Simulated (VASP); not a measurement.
Wanted: the native input for a VASP 6.6.1 run.

| Quantity | Value |
| --- | --- |
| Task | single point |
| Functional | LDA |
| Potentials or basis | VASP PAW LDA potentials, release 64 (Cu, S) |
| Cutoff | 520 eV |
| k mesh | 7 × 7 × 4 |
| Occupations | fermi-dirac, width 0.1 eV |
| Spin | no spin polarisation |
| Dipole correction | no |
| Further INCAR settings | ALGO = Normal; EDIFF = 1e-06; NBANDS = 30 |

The structure of Cu3S2 lies in POSCAR:

```
Cu3S2
1.0
    3.4725080000      0.0000000000      0.0000000000
    0.0000000000      3.4725080000      0.0000000000
    0.0000000000      0.0000000000      5.9338830000
Cu S
3 2
Direct
    0.5000000000      0.5000000000      0.0000000000
    0.5000000000      0.0000000000      0.3299700000
    0.0000000000      0.5000000000      0.6700300000
    0.5000000000      0.0000000000      0.7315810000
    0.0000000000      0.5000000000      0.2684190000
```

These files were run (other wordings do the same):

INCAR

```
SYSTEM = Cu3S2
PREC = Accurate ; ENCUT = 520
EDIFF = 1E-6 ; ISMEAR = -1
SIGMA = 0.1 ; LREAL = .False.
LASPH = .True. ; NELM = 80
ALGO = Normal ; ISIF = 2
LWAVE = .False. ; LCHARG = .False.
NBANDS = 30
```

KPOINTS

```
regular mesh
0
Gamma
  7 7 4
  0 0 0
```

Potentials or basis: VASP PAW LDA potentials, release 64 (Cu, S).

Run with:

```sh
$ cat potpaw_LDA.64/Cu/POTCAR potpaw_LDA.64/S/POTCAR > POTCAR
$ mpirun -np 1 vasp_std > vasp.out
```

It gave:

- Pressure: -7.2 GPa
- Largest force: 0.044 eV/Å
- Band gap on the k mesh: zero (an odd number of electrons rules out a gap without spin polarisation)

Caveat: the cell stands under tension.

Wall time 2 min on 1 thread of Intel Xeon 8259CL (shared host), peak memory 0.19 GiB.
